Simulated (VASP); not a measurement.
Input of a VASP 6.6.1 run:

File INCAR:

```
SYSTEM = Hg2SO
PREC = Accurate ; ENCUT = 600
EDIFF = 1E-6 ; ISMEAR = -1
SIGMA = 0.02 ; LREAL = .FALSE.
LASPH = .TRUE. ; NELM = 120
ALGO = Normal ; ISIF = 2
LWAVE = .FALSE. ; LCHARG = .TRUE.
GGA = PE ; LELF = .TRUE.
LVHAR = .TRUE. ; NBANDS = 46
GGA_COMPAT = .FALSE.
```

KPOINTS

```
Automatic mesh
0
G
  6 6 4
  0 0 0
```

File POSCAR:

```
Hg2SO
1.0
    4.1123183163      0.0000000000      0.0000000000
    0.0000000000      4.1123183163      0.0000000000
    0.0000000000      0.0000000000     10.0147248883
O Hg S
2 4 2
Direct
    0.5000000000      0.0000000000      0.0944327512
    0.0000000000      0.5000000000      0.9055672488
    0.5000000000      0.5000000000      0.0000000000
    0.0000000000      0.0000000000      0.8015977107
    0.5000000000      0.5000000000      0.5000000000
    0.0000000000      0.0000000000      0.1984022893
    0.5000000000      0.0000000000      0.6512974947
    0.0000000000      0.5000000000      0.3487025053
```

Potentials or basis: VASP PAW PBE potentials, release 64 (O, Hg, S).

Command:

```console
$ cat potpaw_PBE.64/O/POTCAR potpaw_PBE.64/Hg/POTCAR potpaw_PBE.64/S/POTCAR > POTCAR
$ mpirun -np 1 vasp_std > vasp.out
```

Task: Estimate the largest force.

Result: 0.161 eV/Å.

Task: Predict the band gap on the k mesh.

Result: 0.09 eV, indirect (least direct gap 0.16 eV).

Task: Estimate the pressure.

Result: 3.3 GPa.

Stress tensor (GPa, compression positive):
```
3.44 0.00 0.00
0.00 3.44 0.00
0.00 0.00 2.91
```

Caveat: spin-orbit coupling is left out, which moves the levels of the heavy elements. A k mesh can miss the band edges.
